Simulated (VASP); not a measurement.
Runs of VASP 6.6.1 on BN. The structure is that of space group F-43m (No. 216), or close to it. The cells are those of the table. 

| cell | gap on the mesh (eV) | pressure (GPa) |
| --- | --- | --- |
| a = 2.768 Å, angles 60.0°, 2 atoms | 4.17 | (b) |
| a = 2.512, b = 2.512, c = 2.563 Å, angles 59.3, 59.3, 61.3°, 2 atoms | 3.77 | 16.4 |
| a = 2.410, b = 2.410, c = 2.461 Å, angles 59.3, 59.3, 61.4°, 2 atoms | 3.76 | 83.2 |
| a = 2.666 Å, angles 60.0°, 2 atoms | 4.31 | -35.4 |
| a = 2.463, b = 2.463, c = 2.358 Å, angles 61.4, 61.4, 57.2°, 2 atoms | 3.75 | (a) |
| a = 2.358 Å, angles 60.0°, 2 atoms | 4.68 | 147.0 |
| a = 2.461 Å, angles 60.0°, 2 atoms | 4.57 | 57.3 |
| a = 2.410, b = 2.410, c = 2.358 Å, angles 60.7, 60.7, 58.6°, 2 atoms | 4.19 | 113.0 |
| a = 2.512, b = 2.512, c = 2.461 Å, angles 60.7, 60.7, 58.6°, 2 atoms | 4.14 | 35.4 |

Alike in all rows: task single point; level PBE; potentials or basis VASP PAW PBE potentials, release 64 (B, N); no spin polarisation; k mesh 12 × 12 × 12; cutoff (eV) 600; smearing gaussian 0.05 eV.

Q: Estimate the missing entries.

A: (a) 84.2; (b) -55.9.

A k mesh can miss the band edges.
